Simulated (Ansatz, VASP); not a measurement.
## HfNb3F in VASP and in Ansatz

INCAR

```
PREC = Accurate
ENCUT = 600
EDIFF = 1E-7
ISMEAR = 0
SIGMA = 0.1
LREAL = False
LASPH = True
NELM = 120
ALGO = Normal
ISIF = 3
LWAVE = False
LCHARG = False
GGA = PE
IBRION = 2
NSW = 100
EDIFFG = -0.01
GGA_COMPAT = False
NELMIN = 4
```

File KPOINTS:

```
Automatic mesh
0
Gamma
  8 8 8
```

File POSCAR:

```
HfNb3F
1.0
    4.4045688983      0.0000000000      0.0000000000
    0.0000000000      4.4045688983      0.0000000000
    0.0000000000      0.0000000000      4.4045688983
Hf Nb F
1 3 1
Direct
    0.0000000000      0.0000000000      0.0000000000
    0.0000000000      0.5000000000      0.5000000000
    0.5000000000      0.0000000000      0.5000000000
    0.5000000000      0.5000000000      0.0000000000
    0.5000000000      0.5000000000      0.5000000000
```

Input for Ansatz:

```yaml
crystal:
  lattice:
    - [4.4045688983, 0.0, 0.0]
    - [0.0, 4.4045688983, 0.0]
    - [0.0, 0.0, 4.4045688983]
  atoms:
    - { symbol: Hf, position: [0.0, 0.0, 0.0] }
    - { symbol: Nb, position: [0.0, 0.5, 0.5] }
    - { symbol: Nb, position: [0.5, 0.0, 0.5] }
    - { symbol: Nb, position: [0.5, 0.5, 0.0] }
    - { symbol: F, position: [0.5, 0.5, 0.5] }
basis:
  ecutwfc: 420
kpoints:
  mp_grid: { grid: [8, 8, 8] }
hamiltonian:
  xc: pbe
scf:
  occupations: { method: gaussian, width: 0.1 }
output:
  forces: true
  stress: true
  eigenvalues: true
relax:
  adjacent_minimum: "off"
  f_tol: 0.01
  max_steps: 80
  cell: { stress_tol: 0.05 }
```

Change from the starting cell: species swapped into the SmBRh3 type (Pm-3m, No. 221).

Alike in both runs: task relaxation of cell and atoms; functional PBE; k mesh 8 × 8 × 8; occupations gaussian, width 0.1 eV; no spin polarisation.

```csv
,VASP,Ansatz
version,VASP 6.6.1,Ansatz 0.2.0
potentials or method,"VASP PAW PBE potentials, release 64 (Hf_pv, Nb_sv, F), cutoff 600 eV","scalar-relativistic, plane waves, PAW"
valence electrons in the cell,56,72
```

```csv
,VASP,Ansatz,Ansatz less VASP
"gap on the k mesh at the Fermi level, each at its own relaxed structure (eV)",none,none,-
relaxed volume (Å³/atom),17.13,17.18,+0.049
relaxed cell length with the largest relative difference (Å),4.408,4.412,+0.0042
```

A gap of «none» marks a metal or a gap that the smearing closes. VASP's potentials hold 56 valence electrons a cell and Ansatz's 72, so a difference there can come from the potentials and not from the codes.

Spin-orbit coupling is off throughout.
